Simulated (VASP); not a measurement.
Here is a VASP 6.6.1 calculation.

The input INCAR:

```
SYSTEM = TiSi2
ALGO = Normal
EDIFF = 1E-6
ENCUT = 520
GGA = PE
ISIF = 2
ISMEAR = 0
LASPH = .TRUE.
LCHARG = .FALSE.
LREAL = .FALSE.
LWAVE = .FALSE.
NBANDS = 29
NELM = 80
PREC = Accurate
SIGMA = 0.15
```

The input KPOINTS:

```
k-points
0
G
  12 12 12
  0 0 0
```

File POSCAR:

```
TiSi2
1.0
    1.7727697659     -7.1494503123      0.0000000000
    1.7727697659      7.1494503123      0.0000000000
    0.0000000000      0.0000000000      3.5772306940
Ti Si
2 4
Direct
    0.8968075258      0.1031924742      0.7500000000
    0.1031924742      0.8968075258      0.2500000000
    0.5591373591      0.4408626409      0.7500000000
    0.4408626409      0.5591373591      0.2500000000
    0.2498287182      0.7501712818      0.7500000000
    0.7501712818      0.2498287182      0.2500000000
```

Potentials or basis: VASP PAW PBE potentials, release 64 (Ti_sv, Si).

Launch:

```console
$ cat potpaw_PBE.64/Ti_sv/POTCAR potpaw_PBE.64/Si/POTCAR > POTCAR
$ mpirun -np 1 vasp_std > vasp.out
```

(1) Estimate the band gap on the k mesh.

(2) Estimate the largest force.

(3) Estimate the pressure.

Answers

(1) zero (bands 20 and 21 overlap by 0.90 eV).

(2) 0.456 eV/Å.

(3) -5.2 GPa.

Caveat: the stress differs along the axes, from -11 to -2 GPa.
